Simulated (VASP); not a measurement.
# MnFe2N2 (P-3m1) in VASP: single point with PBE

Aim: the single point of MnFe2N2 with PBE.

Everything below comes from runs of VASP 6.6.1. Logs are shortened: lines on timing, memory, paths and dates and some standing lists are left out, and cuts for length are marked.

## 1. The cell of the first run

Symmetry: P-3m1, No. 164, trigonal system. The conventional cell has a = 2.894 Å, b = 2.894 Å, c = 6.294 Å, α = 90.00°, β = 90.00°, γ = 120.00°. Fe (site symmetry 3m) has 3 N at 1.85 Å within 2.5 Å. Mn (site symmetry -3m) has 6 N at 2.12 Å and 6 Fe at 2.68 Å and 6 Mn at 2.89 Å within 2.9 Å. Within 2.5 Å of N (site symmetry 3m) lie 3 Fe at 1.85 Å and 3 Mn at 2.12 Å.

## 2. Single point, PBE, collinear spin, ferromagnetic start

File INCAR:

```
SYSTEM = MnFe2N2
ALGO = Normal
EDIFF = 1E-6
ENCUT = 700
GGA = PE
GGA_COMPAT = .False.
ISIF = 2
ISMEAR = 0
ISPIN = 2
LASPH = .True.
LCHARG = .False.
LMAXMIX = 4
LORBIT = 11
LREAL = .False.
LWAVE = .False.
MAGMOM = 3 3 4 0 0
NBANDS = 40
NELM = 200
PREC = Accurate
SIGMA = 0.1
```

File KPOINTS:

```
k-points
0
Gamma
  9 9 4
  0 0 0
```

File POSCAR:

```
MnFe2N2
1.0
    2.8941413859      0.0000000000      0.0000000000
   -1.4470706929      2.5063999623      0.0000000000
    0.0000000000      0.0000000000      6.2943681112
Fe Mn N
2 1 2
Direct
    0.3333333333      0.6666666667      0.8328020000
    0.6666666667      0.3333333333      0.1671980000
    0.0000000000      0.0000000000      0.5000000000
    0.3333333333      0.6666666667      0.2931870000
    0.6666666667      0.3333333333      0.7068130000
```

Potentials or basis: VASP PAW PBE potentials, release 64 (Fe_sv, Mn_sv, N).

Command:

```console
$ cat potpaw_PBE.64/Fe_sv/POTCAR potpaw_PBE.64/Mn_sv/POTCAR potpaw_PBE.64/N/POTCAR > POTCAR
$ mpirun -np 1 vasp_std > vasp.out
```

OUTCAR:

```text
SYSTEM = MnFe2N2
   EDIFF = 1E-6
   ENCUT = 700
   GGA = PE
   ISIF = 2
   ISMEAR = 0
   ISPIN = 2
   LASPH = .True.
   LORBIT = 11
   LREAL = .False.
   NELM = 200
   PREC = Accurate

 ion  position               nearest neighbor table
   1  0.333  0.667  0.833-   5 1.85   5 1.85   5 1.85
   2  0.667  0.333  0.167-   4 1.85   4 1.85   4 1.85
   3  0.000  0.000  0.500-   4 2.12   5 2.12   4 2.12   5 2.12   5 2.12   4 2.12
   4  0.333  0.667  0.293-   2 1.85   2 1.85   2 1.85   3 2.12   3 2.12   3 2.12
   5  0.667  0.333  0.707-   1 1.85   1 1.85   1 1.85   3 2.12   3 2.12   3 2.12

  LATTYP: Found a hexagonal cell.
 ALAT       =     2.8941413859
 C/A-ratio  =     2.1748654512

  Lattice vectors:

 A1 = (   2.8941413859,   0.0000000000,   0.0000000000)
 A2 = (  -1.4470706929,   2.5063999623,   0.0000000000)
 A3 = (   0.0000000000,   0.0000000000,   6.2943681112)

Analysis of symmetry for initial positions (statically):
=====================================================================
 Subroutine PRICEL returns:
 Original cell was already a primitive cell.

 Routine SETGRP: Setting up the symmetry group for a
 hexagonal supercell.

 Subroutine GETGRP returns: Found 12 space group operations
 (whereof 12 operations were pure point group operations)
 out of a pool of 24 trial point group operations.

The static configuration has the point symmetry D_3d.

Analysis of symmetry for dynamics (positions and initial velocities):
=====================================================================
 Subroutine PRICEL returns:
 Original cell was already a primitive cell.

 Routine SETGRP: Setting up the symmetry group for a
 hexagonal supercell.

 Subroutine GETGRP returns: Found 12 space group operations
 (whereof 12 operations were pure point group operations)
 out of a pool of 24 trial point group operations.

The dynamic configuration has the point symmetry D_3d.

Analysis of structural, dynamic, and magnetic symmetry:
=====================================================================
 Subroutine PRICEL returns:
 Original cell was already a primitive cell.

 Routine SETGRP: Setting up the symmetry group for a
 hexagonal supercell.

 Subroutine GETGRP returns: Found 12 space group operations
 (whereof 12 operations were pure point group operations)
 out of a pool of 24 trial point group operations.

[... 134 lines left out ...]
   IVDW    =     0    specifies the selected vdW correction
   LEPSILON=     F    determine dielectric tensor
   LRPA    =     F    only Hartree local field effects (RPA)
 spin polarized calculation
 Gauss-broadening in eV      SIGMA  =   0.10
  energy-cutoff  :      700.00
  volume of cell :       45.66
 maximum number of plane-waves:      1947
 NGX is ok and might be reduce to    28
   NGX = 13   NGY = 13   NGZ = 27

 number of electron      57.0000000 magnetization      10.0000000

 number of electron      57.0000013 magnetization       2.7172321

 Free energy of the ion-electron system (eV)
  ---------------------------------------------------
  ext. energy  EPLUGINS =         0.00000000
  ---------------------------------------------------
  free energy    TOTEN  =       -42.50305358 eV

  energy without entropy =      -42.48629456  energy(sigma->0) =      -42.49467407

 E-fermi :  12.3263     XC(G=0): -13.5699

 val. band max:       12.3229432367   @ k =   0.1111   0.1111   0.5000
 cond. band min:      12.3272733193   @ k =   0.3333   0.1111   0.2500
 fundamental gap:      0.0043300825
 Fermi energy:        12.3262569127

 spin component 1

 k-point     1 :       0.0000    0.0000    0.0000
  band No.  band energies     occupation
      1     -74.8946      1.00000
      2     -74.8781      1.00000
      3     -68.8974      1.00000
      4     -41.0235      1.00000
      5     -41.0235      1.00000
      6     -41.0034      1.00000
[... 1021 lines left out ...]
     39      22.7325      0.00000
     40      23.7015      0.00000

 [... further k-points ...]

 spin component 2

 k-point     1 :       0.0000    0.0000    0.0000
  band No.  band energies     occupation
      1     -74.7718      1.00000
      2     -74.7553      1.00000
      3     -66.0154      1.00000
      4     -40.9062      1.00000
      5     -40.9062      1.00000
      6     -40.8861      1.00000
[... 1021 lines left out ...]
     39      22.8651      0.00000
     40      23.9282      0.00000

 [... further k-points ...]

------------------------ aborting loop because EDIFF is reached ----------------------------------------

  FORCE on cell =-STRESS in cart. coord.  units (eV):
  Direction    XX          YY          ZZ          XY          YZ          ZX
  --------------------------------------------------------------------------------------
  -------------------------------------------------------------------------------------
  Total       -0.8791276     -0.8791276     -0.8011311     -0.0000000      0.0000000     -0.0000000
  in kB      -30.8489392    -30.8489392    -28.1120113     -0.0000000      0.0000000     -0.0000000
  external PRESSURE =     -29.9366299 kB  Pullay stress =       0.0000000 kB

 VOLUME and BASIS-vectors are now :
 -----------------------------------------------------------------------------
  energy-cutoff  :      700.00
  volume of cell :       45.66
      direct lattice vectors                 reciprocal lattice vectors
     2.894141386  0.000000000  0.000000000     0.345525621  0.199489310  0.000000000
    -1.447070693  2.506399962  0.000000000     0.000000000  0.398978621  0.000000000
     0.000000000  0.000000000  6.294368111     0.000000000  0.000000000  0.158872183

 POSITION                                       TOTAL-FORCE (eV/Angst)
 -----------------------------------------------------------------------------------
     -0.00000      1.67093      5.24196         0.000000      0.000000     -0.053492
      1.44707      0.83547      1.05241        -0.000000      0.000000      0.053492
      0.00000      0.00000      3.14718        -0.000000      0.000000     -0.000000
     -0.00000      1.67093      1.84543        -0.000000      0.000000      0.059758
      1.44707      0.83547      4.44894        -0.000000      0.000000     -0.059758
 -----------------------------------------------------------------------------------
    total drift:                                0.000000      0.000000      0.000000

  FREE ENERGIE OF THE ION-ELECTRON SYSTEM (eV)
  ---------------------------------------------------
  free  energy   TOTEN  =       -42.5030535760 eV

  energy  without entropy=      -42.4862945585  energy(sigma->0) =      -42.49467407

 total charge

# of ion       s       p       d       tot
------------------------------------------
    1        2.158   6.045   5.657  13.860
    2        2.158   6.045   5.657  13.860
    3        2.139   6.053   4.759  12.951
    4        1.243   2.446   0.000   3.689
    5        1.243   2.446   0.000   3.689
--------------------------------------------------
tot          8.941  23.034  16.074  48.050

 magnetization (x)

# of ion       s       p       d       tot
------------------------------------------
    1        0.000  -0.002   0.103   0.102
    2        0.000  -0.002   0.103   0.102
    3        0.009   0.008   2.486   2.504
    4        0.001  -0.030   0.000  -0.030
    5        0.001  -0.030   0.000  -0.030
--------------------------------------------------
tot          0.011  -0.056   2.693   2.648
```

OSZICAR:

```text
N       E                     dE             d eps       ncg     rms          rms(c)
DAV:   1     0.141476591519E+04    0.14148E+04   -0.37630E+04  7080   0.345E+03
DAV:   2     0.979694404883E+02   -0.13168E+04   -0.12762E+04  6888   0.893E+02
DAV:   3    -0.399524822548E+02   -0.13792E+03   -0.13021E+03  8456   0.353E+02
DAV:   4    -0.487138558479E+02   -0.87614E+01   -0.85854E+01 11056   0.997E+01
[... 11 lines left out ...]
DAV:  16    -0.425030615489E+02   -0.36194E-04   -0.53728E-05 11232   0.738E-02    0.129E-01
DAV:  17    -0.425030515531E+02    0.99958E-05   -0.49616E-05 10344   0.711E-02    0.607E-02
DAV:  18    -0.425030509626E+02    0.59051E-06   -0.17196E-05  8888   0.404E-02    0.377E-02
DAV:  19    -0.425030529724E+02   -0.20098E-05   -0.77503E-06  7352   0.249E-02    0.153E-02
DAV:  20    -0.425030535760E+02   -0.60366E-06   -0.33359E-06  6040   0.157E-02
   1 F= -.42503054E+02 E0= -.42494674E+02  d E =-.167590E-01  mag=     2.7172
```

stdout:

```text
POSCAR found type information on POSCAR FeMnN
 POSCAR found :  3 types and       5 ions
 scaLAPACK will be used
 LDA part: xc-table for (Slater+PW92), standard interpolation
 POSCAR, INCAR and KPOINTS ok, starting setup
 FFT: planning ... GRIDC
 FFT: planning ... GRID_SOFT
 FFT: planning ... GRID
 WAVECAR not read
 entering main loop
```

It took 6.7 min on 1 thread of Intel Xeon Platinum 8259CL at 2.50GHz (Skylake/Cascade Lake), shared host; peak memory 0.34 GiB.

Results:

* Free energy: -42.5031 eV
* Pressure: -3.0 GPa
* Largest force: 0.060 eV/Å
* Net moment: 2.72 μB per cell
* Site moments: Fe +0.10; Mn +2.50; N -0.03 μB
* Valence electrons inside the program's atomic spheres: Fe 13.86; Mn 12.95; N 3.69

Forces in eV/Å, atoms in the order of the input:
```
Fe   0.000  0.000 -0.053
Fe   0.000  0.000  0.053
Mn   0.000  0.000  0.000
N    0.000  0.000  0.060
N    0.000  0.000 -0.060
```

Caveat: the run started ferromagnetic, and an antiferromagnetic order may lie lower in energy.
